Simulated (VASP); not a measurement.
Mo2C3, 5 atoms in the cell. The structure is tetragonal, space group P4/mmm (No. 123). The conventional cell has a = 3.425 Å, b = 3.425 Å, c = 5.184 Å, α = 90.00°, β = 90.00°, γ = 90.00°. Within 2.9 Å of Mo (site symmetry 4mm) lie 8 C at 2.16 to 2.76 Å and 2 Mo at 2.54 to 2.65 Å. Within 2.3 Å of C (site symmetry 4/mmm) lie 4 C at 1.71 Å. Within 2.3 Å of C (site symmetry mmm) lie 2 C at 1.71 Å and 4 Mo at 2.16 Å. 

```yaml
Program: VASP 6.6.1
Task: single point
Functional: PBE
Potentials_or_basis: VASP PAW PBE potentials, release 64 (Mo_sv, C)
Cutoff: 520 eV
k_mesh: 6 × 6 × 4
Occupations: gaussian, width 0.1 eV
Spin: no spin polarisation
Dipole_correction: no
Further_INCAR_settings: ALGO = Normal; EDIFF = 1e-07; NBANDS = 28
```

Potentials or basis: VASP PAW PBE potentials, release 64 (Mo_sv, C).

The run is started by

```sh
$ cat potpaw_PBE.64/Mo_sv/POTCAR potpaw_PBE.64/C/POTCAR > POTCAR
$ mpirun -np 1 vasp_std > vasp.out
```

Hardware: 1 thread of Intel(R) Xeon(R) Platinum 8488C (Sapphire Rapids) (shared host).

Task: How long does it take, and how much memory?

Result: It took 33 s on 1 thread of Intel(R) Xeon(R) Platinum 8488C (Sapphire Rapids) (shared host), peak memory 0.19 GiB. Counts: scf iterations 15, k points 30.
